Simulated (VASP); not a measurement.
# HfH6 (Pm-3m) in VASP: further runs

HfH6 is run at these levels: PBE; tasks: single point, relaxation of cell and atoms.

Everything below comes from runs of VASP 6.6.1. Logs are shortened: lines on timing, memory, paths and dates and some standing lists are left out, and cuts for length are marked.

## (1) The cell of the first run

Symmetry: Pm-3m, No. 221, cubic system. The conventional cell has a = 3.344 Å, b = 3.344 Å, c = 3.344 Å, α = 90.00°, β = 90.00°, γ = 90.00°. Hf (site symmetry m-3m) has 24 H at 2.43 Å within 3.2 Å. Within 1.5 Å of H (site symmetry 4mm) lie 1 H at 1.09 Å.

## (2) Single point, PBE

INCAR reads:

```
PREC = Accurate ; ENCUT = 520
EDIFF = 1E-7 ; ISMEAR = 0
SIGMA = 0.1 ; LREAL = F
LASPH = T ; NELM = 80
ALGO = Normal ; ISIF = 2
LWAVE = F ; LCHARG = F
GGA = PE ; NBANDS = 17
```

KPOINTS reads:

```
regular mesh
0
Gamma
  4 4 4
```

POSCAR reads:

```
HfH6
1.0
    3.3436760862      0.0000000000      0.0000000000
    0.0000000000      3.3436760862      0.0000000000
    0.0000000000      0.0000000000      3.3436760862
Hf H
1 6
Direct
    0.0000000000      0.0000000000      0.0000000000
    0.1625916208      0.5000000000      0.5000000000
    0.5000000000      0.1625916208      0.5000000000
    0.8374083792      0.5000000000      0.5000000000
    0.5000000000      0.8374083792      0.5000000000
    0.5000000000      0.5000000000      0.1625916208
    0.5000000000      0.5000000000      0.8374083792
```

Potentials or basis: VASP PAW PBE potentials, release 64 (Hf_pv, H).

Command:

```bash
$ cat potpaw_PBE.64/Hf_pv/POTCAR potpaw_PBE.64/H/POTCAR > POTCAR
$ mpirun -np 1 vasp_std > vasp.out
```

OUTCAR:

```text
PREC = Accurate
   ENCUT = 520
   EDIFF = 1E-7
   ISMEAR = 0
   LREAL = F
   LASPH = T
   NELM = 80
   ISIF = 2
   GGA = PE

 ion  position               nearest neighbor table
   1  0.000  0.000  0.000-
   2  0.163  0.500  0.500-
   3  0.500  0.163  0.500-
   4  0.837  0.500  0.500-
   5  0.500  0.837  0.500-
   6  0.500  0.500  0.163-
   7  0.500  0.500  0.837-

  LATTYP: Found a simple cubic cell.
 ALAT       =     3.3436760862

  Lattice vectors:

 A1 = (   3.3436760862,   0.0000000000,   0.0000000000)
 A2 = (   0.0000000000,   3.3436760862,   0.0000000000)
 A3 = (   0.0000000000,   0.0000000000,   3.3436760862)

Analysis of symmetry for initial positions (statically):
=====================================================================
 Subroutine PRICEL returns:
 Original cell was already a primitive cell.

 Routine SETGRP: Setting up the symmetry group for a
 simple cubic supercell.

 Subroutine GETGRP returns: Found 48 space group operations
 (whereof 48 operations were pure point group operations)
 out of a pool of 48 trial point group operations.

The static configuration has the point symmetry O_h .

Analysis of symmetry for dynamics (positions and initial velocities):
=====================================================================
 Subroutine PRICEL returns:
 Original cell was already a primitive cell.

 Routine SETGRP: Setting up the symmetry group for a
 simple cubic supercell.

 Subroutine GETGRP returns: Found 48 space group operations
 (whereof 48 operations were pure point group operations)
 out of a pool of 48 trial point group operations.

The dynamic configuration has the point symmetry O_h .

 Subroutine INISYM returns: Found 48 space group operations
 (whereof 48 operations are pure point group operations),
 and found     1 'primitive' translations

----------------------------------------------------------------------------------------

                                     Primitive cell

  volume of cell :      37.3829

  direct lattice vectors                    reciprocal lattice vectors
     3.343676086  0.000000000  0.000000000     0.299072032  0.000000000  0.000000000
     0.000000000  3.343676086  0.000000000     0.000000000  0.299072032  0.000000000
     0.000000000  0.000000000  3.343676086     0.000000000  0.000000000  0.299072032

  length of vectors
     3.343676086  3.343676086  3.343676086     0.299072032  0.299072032  0.299072032

  position of ions in fractional coordinates (direct lattice)
     0.000000000  0.000000000  0.000000000
     0.162591621  0.500000000  0.500000000
     0.500000000  0.162591621  0.500000000
     0.837408379  0.500000000  0.500000000
     0.500000000  0.837408379  0.500000000
     0.500000000  0.500000000  0.162591621
     0.500000000  0.500000000  0.837408379

  ion indices of the primitive-cell ions
   primitive index   ion index
                 1           1
                 2           2
                 3           3
                 4           4
                 5           5
                 6           6
                 7           7

----------------------------------------------------------------------------------------

 KPOINTS: regular mesh

Automatic generation of k-mesh.
 Grid dimensions read from file:
 generate k-points for:    4    4    4

 Generating k-lattice:

  Cartesian coordinates                     Fractional coordinates (reciprocal lattice)
     0.074768008  0.000000000  0.000000000     0.250000000  0.000000000  0.000000000
     0.000000000  0.074768008  0.000000000     0.000000000  0.250000000  0.000000000
     0.000000000  0.000000000  0.074768008     0.000000000  0.000000000  0.250000000

  Length of vectors
     0.074768008  0.074768008  0.074768008

  Shift w.r.t. Gamma in fractional coordinates (k-lattice)
     0.000000000  0.000000000  0.000000000

 Subroutine IBZKPT returns following result:
 ===========================================

 Found     10 irreducible k-points:

 Following reciprocal coordinates:
            Coordinates               Weight
  0.000000  0.000000  0.000000      1.000000
  0.250000  0.000000  0.000000      6.000000
  0.500000  0.000000  0.000000      3.000000
  0.250000  0.250000  0.000000     12.000000
  0.500000  0.250000  0.000000     12.000000
  0.500000  0.500000  0.000000      3.000000
  0.250000  0.250000  0.250000      8.000000
  0.500000  0.250000  0.250000     12.000000
  0.500000  0.500000  0.250000      6.000000
  0.500000  0.500000  0.500000      1.000000
   k-points           NKPTS =     10   k-points in BZ     NKDIM =     10   number of bands    NBANDS=     17
   number of dos      NEDOS =    301   number of ions     NIONS =      7
   total plane-waves  NPLWV =  21952
   dimension x,y,z NGX =    28 NGY =   28 NGZ =   28
   dimension x,y,z NGXF=    56 NGYF=   56 NGZF=   56
   ions per type =               1   6
   NGX,Y,Z   is equivalent  to a cutoff of  13.92, 13.92, 13.92 a.u.
   NGXF,Y,Z  is equivalent  to a cutoff of  27.84, 27.84, 27.84 a.u.
 SYSTEM =  unknown system
   PREC   = accura    normal or accurate (medium, high low for compatibility)
   ISTART =      0    job   : 0-new  1-cont  2-samecut
   ICHARG =      2    charge: 1-file 2-atom 10-const
   ISPIN  =      1    spin polarized calculation?
   LNONCOLLINEAR =      F non collinear calculations
   LSORBIT =      F    spin-orbit coupling
   LASPH  =      T    aspherical Exc in radial PAW
   ENCUT  =  520.0 eV  38.22 Ry    6.18 a.u.   6.22  6.22  6.22*2*pi/ulx,y,z
   NELM   =     80;   NELMIN=  2; NELMDL= -5     # of ELM steps
   EDIFF  = 0.1E-06   stopping-criterion for ELM
   LREAL  =      F    real-space projection
   EDIFFG = 0.1E-05   stopping-criterion for IOM
   NSW    =      0    number of steps for IOM
   IBRION =     -1    ionic relax: 0-MD 1-quasi-New 2-CG
   NFREE  =      0    steps in history (QN), initial steepest desc. (CG)
   ISIF   =      2    stress and relaxation
   ISYM   =      2    0-nonsym 1-usesym 2-fastsym
   POTIM  = 0.5000    time-step for ionic-motion
   TEBEG  =    0.0;   TEEND  =   0.0 temperature during run
   PSTRESS=    0.0 pullay stress
   NELECT =      16.0000    total number of electrons
   NUPDOWN=      -1.0000    fix difference up-down
   EMIN   =  10.00;   EMAX   =-10.00  energy-range for DOS
   EFERMI =   0.00;   METHOD = LEGACY
   ISMEAR =     0;   SIGMA  =   0.10  broadening in eV -4-tet -1-fermi 0-gaus
   EFERMI_NEDOS =   21; number of points for ismear=-14 and -15
   IALGO  =     38    algorithm
   IMIX   =      4    mixing-type and parameters
     AMIX     =   0.40;   BMIX     =  1.00
     AMIX_MAG =   1.60;   BMIX_MAG =  1.00
  volume/ion in A,a.u.               =       5.34        36.04
  Fermi-wavevector in a.u.,A,eV,Ry     =   1.233741  2.331432 20.709653  1.522117
  Thomas-Fermi vector in A             =   2.368459
   LORBIT       =      0    0 simple, 1 ext, 2 COOP (PROOUT), +10 PAW based schemes
   GGA     = PE    functional components
   LHFCALC =     F    Hartree Fock is set to
   AEXX    =    0.0000 exact exchange contribution
   IVDW    =     0    specifies the selected vdW correction
   LEPSILON=     F    determine dielectric tensor
   LRPA    =     F    only Hartree local field effects (RPA)
 non-spin polarized calculation
 Gauss-broadening in eV      SIGMA  =   0.10
  energy-cutoff  :      520.00
  volume of cell :       37.38
 maximum number of plane-waves:      1024
 NGX is ok and might be reduce to    28
   NGX = 13   NGY = 13   NGZ = 13

 number of electron      15.9999995 magnetization

 Free energy of the ion-electron system (eV)
  ---------------------------------------------------
  ext. energy  EPLUGINS =         0.00000000
  ---------------------------------------------------
  free energy    TOTEN  =       -25.54303286 eV

  energy without entropy =      -25.53884722  energy(sigma->0) =      -25.54094004

 E-fermi :   5.1612     XC(G=0): -11.4257

 val. band max:        5.0625610143   @ k =   0.5000   0.2500   0.2500
 cond. band min:       5.4188323437   @ k =   0.2500   0.2500   0.0000
 fundamental gap:      0.3562713295
 Fermi energy:         5.1612364087

 k-point     1 :       0.0000    0.0000    0.0000
  band No.  band energies     occupation
      1     -25.9870      2.00000
      2     -25.9870      2.00000
      3     -25.9870      2.00000
      4      -9.4267      2.00000
      5      -0.5280      2.00000
      6      -0.5280      2.00000
[... 9 lines left out ...]
     16      17.4765      0.00000
     17      19.0064      0.00000

 k-point     2 :       0.2500    0.0000    0.0000
  band No.  band energies     occupation
      1     -26.1392      2.00000
      2     -25.9739      2.00000
      3     -25.9739      2.00000
      4      -8.5502      2.00000
      5      -2.2555      2.00000
      6       0.1324      2.00000
[... 9 lines left out ...]
     16      16.0273      0.00000
     17      16.7744      0.00000

 k-point     3 :       0.5000    0.0000    0.0000
  band No.  band energies     occupation
      1     -26.2865      2.00000
      2     -25.9607      2.00000
      3     -25.9607      2.00000
      4      -6.9209      2.00000
      5      -4.7292      2.00000
      6       1.3269      2.00000
[... 9 lines left out ...]
     16      13.8616      0.00000
     17      13.8616      0.00000

 k-point     4 :       0.2500    0.2500    0.0000
  band No.  band energies     occupation
      1     -26.1269      2.00000
      2     -26.1126      2.00000
      3     -25.9613      2.00000
      4      -7.8048      2.00000
      5      -1.9120      2.00000
      6      -1.5864      2.00000
[... 9 lines left out ...]
     16      16.0633      0.00000
     17      16.8537      0.00000
[... 63 lines left out ...]
      1     -26.2378      2.00000
      2     -26.0887      2.00000
      3     -26.0774      2.00000
      4      -6.0289      2.00000
      5      -3.5576      2.00000
      6      -2.0637      2.00000
[... 9 lines left out ...]
     16      13.5949      0.00000
     17      14.9524      0.00000

 k-point     9 :       0.5000    0.5000    0.2500
  band No.  band energies     occupation
      1     -26.2141      2.00000
      2     -26.2141      2.00000
      3     -26.0657      2.00000
      4      -5.1944      2.00000
      5      -3.2250      2.00000
      6      -3.2250      2.00000
[... 9 lines left out ...]
     16      13.4360      0.00000
     17      17.3373      0.00000

 k-point    10 :       0.5000    0.5000    0.5000
  band No.  band energies     occupation
      1     -26.1919      2.00000
      2     -26.1919      2.00000
      3     -26.1919      2.00000
      4      -3.5866      2.00000
      5      -3.5866      2.00000
      6      -3.5866      2.00000
[... 9 lines left out ...]
     16      12.7304      0.00000
     17      17.5480      0.00000

------------------------ aborting loop because EDIFF is reached ----------------------------------------

  FORCE on cell =-STRESS in cart. coord.  units (eV):
  Direction    XX          YY          ZZ          XY          YZ          ZX
  --------------------------------------------------------------------------------------
  -------------------------------------------------------------------------------------
  Total       -0.2687178     -0.2687178     -0.2687178      0.0000000      0.0000000     -0.0000000
  in kB      -11.5168681    -11.5168681    -11.5168681      0.0000000      0.0000000     -0.0000000
  external PRESSURE =     -11.5168681 kB  Pullay stress =       0.0000000 kB

 VOLUME and BASIS-vectors are now :
 -----------------------------------------------------------------------------
  energy-cutoff  :      520.00
  volume of cell :       37.38
      direct lattice vectors                 reciprocal lattice vectors
     3.343676086  0.000000000  0.000000000     0.299072032  0.000000000  0.000000000
     0.000000000  3.343676086  0.000000000     0.000000000  0.299072032  0.000000000
     0.000000000  0.000000000  3.343676086     0.000000000  0.000000000  0.299072032

 POSITION                                       TOTAL-FORCE (eV/Angst)
 -----------------------------------------------------------------------------------
      0.00000      0.00000      0.00000        -0.000000      0.000000      0.000000
      0.54365      1.67184      1.67184        -0.012927      0.000000      0.000000
      1.67184      0.54365      1.67184        -0.000000     -0.012927      0.000000
      2.80002      1.67184      1.67184         0.012927      0.000000      0.000000
      1.67184      2.80002      1.67184        -0.000000      0.012927      0.000000
      1.67184      1.67184      0.54365        -0.000000      0.000000     -0.012927
      1.67184      1.67184      2.80002        -0.000000      0.000000      0.012927
 -----------------------------------------------------------------------------------
    total drift:                               -0.000000      0.000000      0.000000

  FREE ENERGIE OF THE ION-ELECTRON SYSTEM (eV)
  ---------------------------------------------------
  free  energy   TOTEN  =       -25.5430328559 eV

  energy  without entropy=      -25.5388472182  energy(sigma->0) =      -25.54094004
```

Run time: 5.3 s. Hardware: 1 thread of Intel Xeon 6975P-C (Granite Rapids), shared host; peak memory 0.15 GiB.

Results:

```
Free energy            : -25.5430 eV
Pressure               : -1.2 GPa
Largest force          : 0.013 eV/Å
Band gap on the k mesh : zero (band 8 reaches 7.77 eV, above the bottom of band 9 at 4.02 eV)
```

Forces on the atoms (eV/Å):
```
Hf   0.000  0.000  0.000
H   -0.013  0.000  0.000
H    0.000 -0.013  0.000
H    0.013  0.000  0.000
H    0.000  0.013  0.000
H    0.000  0.000 -0.013
H    0.000  0.000  0.013
```

Caveat: the k points lie up to 0.47 Å⁻¹ apart; spin-orbit coupling is left out, which moves the levels of the heavy elements.

## (3) Single point, PBE

This run uses another cell than the first one, of 8.78 Å³/atom, 1.645 times its volume.

INCAR reads:

```
PREC = Accurate
ENCUT = 520
EDIFF = 1E-6
ISMEAR = 0
SIGMA = 0.1
LREAL = False
LASPH = True
NELM = 80
ALGO = Normal
ISIF = 2
LWAVE = False
LCHARG = False
GGA = PE
NBANDS = 17
```

KPOINTS is that of step 2.

POSCAR reads:

```
HfH6
1.0
    3.9468182700      0.0000000000      0.0000000000
    0.0000000000      3.9468182700      0.0000000000
    0.0000000000      0.0000000000      3.9468182700
Hf H
1 6
Direct
    0.0000000000      0.0000000000      0.0000000000
    0.1975000100      0.5000000000      0.5000000000
    0.5000000000      0.1975000100      0.5000000000
    0.8024999900      0.5000000000      0.5000000000
    0.5000000000      0.8024999900      0.5000000000
    0.5000000000      0.5000000000      0.1975000100
    0.5000000000      0.5000000000      0.8024999900
```

Potentials or basis: VASP PAW PBE potentials, release 64 (Hf_pv, H).

Command:

```bash
$ cat potpaw_PBE.64/Hf_pv/POTCAR potpaw_PBE.64/H/POTCAR > POTCAR
$ mpirun -np 1 vasp_std > vasp.out
```

Wall time 6.4 s (1 thread of Intel Xeon 6975P-C (Granite Rapids), shared host); peak memory 0.17 GiB.

Results (log left out):

```
Free energy            : -22.4884 eV
Pressure               : -24.5 GPa
Largest force          : 0.168 eV/Å
Band gap on the k mesh : zero (band 8 reaches 3.63 eV, above the bottom of band 9 at 1.23 eV)
```

Forces in eV/Å, atoms in the order of the input:
```
Hf   0.000  0.000  0.000
H   -0.168  0.000  0.000
H    0.000 -0.168  0.000
H    0.168  0.000  0.000
H    0.000  0.168  0.000
H    0.000  0.000 -0.168
H    0.000  0.000  0.168
```

Levels at points of the mesh, in eV from the Fermi level:
```
           k point  band 4  band 5  band 6  band 7  band 8  band 9  band 10  band 11  band 12  band 13
(0.00, 0.00, 0.00)  -10.33   -2.71   -2.71   -0.11   -0.11   -0.11     0.68     1.59     1.59     1.59
(0.50, 0.00, 0.00)   -8.95   -6.39   -1.12   -0.91   -0.91   -0.58     1.73     2.08     2.42     2.50
(0.50, 0.50, 0.00)   -8.07   -5.07   -5.07   -1.91    0.44    0.66     0.66     0.83     2.33     2.39
(0.50, 0.50, 0.50)   -6.32   -5.22   -5.22   -5.22    1.82    1.82     1.82     2.40     2.40     2.82
```

Caveat: the k points lie up to 0.40 Å⁻¹ apart; spin-orbit coupling is left out, which moves the levels of the heavy elements.

(Continued in part 2 of 2.)
